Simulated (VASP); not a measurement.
A run of VASP 6.6.1 is set up as follows.

Contents of INCAR:

```
ALGO     = Normal         # electronic algorithm
EDIFF    = 1E-6           # SCF threshold, eV
EDIFFG   = -0.01          # ionic threshold
ENCUT    = 600            # plane-wave cutoff, eV
GGA      = PE             # functional
IBRION   = 2              # ionic algorithm
ISIF     = 3              # what is computed and relaxed
ISMEAR   = 0              # smearing method
LASPH    = True           # aspherical terms in the spheres
LCHARG   = False          # write CHGCAR
LREAL    = False          # projectors in reciprocal space
LWAVE    = False          # write WAVECAR
NELM     = 80             # most SCF steps
NSW      = 100            # ionic steps
PREC     = Accurate       # precision mode
SIGMA    = 0.1            # smearing width, eV
```

Contents of KPOINTS:

```
k-points
0
Gamma
  8 8 6
```

POSCAR

```
K4H
1.0
    5.0802417300      0.0000000000      0.0000000000
    0.0000000000      5.0802417300      0.0000000000
    0.0000000000      0.0000000000      7.1845467500
K H
4 1
Direct
    0.5000000000      0.0000000000      0.2500000000
    0.0000000000      0.5000000000      0.7500000000
    0.5000000000      0.0000000000      0.7500000000
    0.0000000000      0.5000000000      0.2500000000
    0.0000000000      0.0000000000      0.0000000000
```

Potentials or basis: VASP PAW PBE potentials, release 64 (K_sv, H).

Command:

```bash
$ cat potpaw_PBE.64/K_sv/POTCAR potpaw_PBE.64/H/POTCAR > POTCAR
$ mpirun -np 1 vasp_std > vasp.out
```

Problem. Estimate the space group after relaxing (to 0.1 Å).

Solution. P4/mmm (No. 123).

Problem. Predict the relaxed cell.

Solution. a = 5.589 Å, b = 5.589 Å, c = 7.975 Å, α = 90.00°, β = 90.00°, γ = 90.00°.

Step by step:
| step | energy change (eV) | largest force (eV/Å) | pressure (GPa) | volume (Å³) |
| --- | --- | --- | --- | --- |
| 1 | 0.0000 | 0.2977 | 2.42 | 185.42 |
| 2 | -0.2031 | 0.2393 | 1.52 | 200.85 |
| 3 | -0.4133 | 0.1447 | 0.22 | 238.34 |
| 4 | -0.4248 | 0.1273 | 0.00 | 248.82 |
| 5 | -0.4255 | 0.1234 | -0.05 | 251.57 |
| 6 | -0.4303 | 0.1100 | -0.04 | 251.00 |
| 7 | -0.4414 | 0.0708 | -0.01 | 249.29 |
| 8 | -0.4479 | 0.0101 | 0.08 | 245.89 |
| 9 | -0.4483 | 0.0070 | 0.06 | 246.56 |
| 10 | -0.4490 | 0.0020 | 0.01 | 249.12 |

Caveat: the cell differs from its parent crystal (atoms taken out); the volume moved by over 15 % at a fixed basis, so the end points are rough.
